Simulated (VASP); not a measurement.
TlH5: single point with PBE

The system is TlH5.

```
CELL_PARAMETERS angstrom
3.17396 0.00000 0.00000
-1.58698 2.74873 0.00000
0.00000 0.00000 6.67412
ATOMIC_POSITIONS crystal
Tl 0.00000 0.00000 0.44058
H 0.50000 0.00000 0.18127
H 0.00000 0.50000 0.18127
H 0.50000 0.50000 0.18127
H 0.00000 0.00000 0.70448
H 0.00000 0.00000 0.10536
```

The cell was generated, and may not be a known phase.

```
Program                : VASP 6.6.1
Task                   : single point
Functional             : PBE
Potentials or basis    : VASP PAW PBE potentials, release 64 (Tl_d, H)
Cutoff                 : 520 eV
k mesh                 : 6 × 6 × 4
Occupations            : gaussian, width 0.1 eV
Spin                   : no spin polarisation
Dipole correction      : no
Further INCAR settings : ALGO = Normal; EDIFF = 1e-06; NBANDS = 18
```

```json
{
 "Pressure": "5.4 GPa",
 "Largest force": "1.040 eV/Å",
 "Band gap on the k mesh": "zero (bands 9 and 10 overlap by 3.38 eV)"
}
```

Forces in eV/Å, atoms in the order of the input:
```
Tl   0.000  0.000  0.715
H    0.000  0.000 -0.742
H    0.000  0.000 -0.742
H    0.000  0.000 -0.742
H    0.000  0.000  1.040
H    0.000  0.000  0.470
```

Stress tensor (GPa, compression positive):
```
 2.61  0.00  0.00
 0.00  2.61  0.00
 0.00  0.00 11.12
```

Levels at points of the mesh, in eV from the Fermi level:
```csv
k point,band 6,band 7,band 8,band 9,band 10,band 11,band 12,band 13
"(0.00, 0.00, 0.00)",-11.39,-7.83,-2.30,3.29,4.82,4.82,6.68,8.31
"(0.50, 0.00, 0.00)",-6.75,-6.29,-4.20,-0.54,0.63,2.46,2.66,6.07
"(0.00, 0.00, 0.50)",-11.39,-8.06,-1.11,1.57,4.81,4.81,6.01,9.51
"(0.50, 0.00, 0.50)",-6.71,-6.27,-4.47,-0.66,1.63,2.41,2.47,7.25
```

It took 15 s on 1 thread of Intel(R) Xeon(R) Platinum 8488C (Sapphire Rapids), with other jobs on the host, peak memory 0.17 GiB.

Caveat: the k points lie up to 0.38 Å⁻¹ apart, too coarse for converged energies and pressures of a metal; spin-orbit coupling is left out, which moves the levels of the heavy elements; forces of over 1 eV/Å act on the atoms, so gaps and moduli don't describe the material at rest.
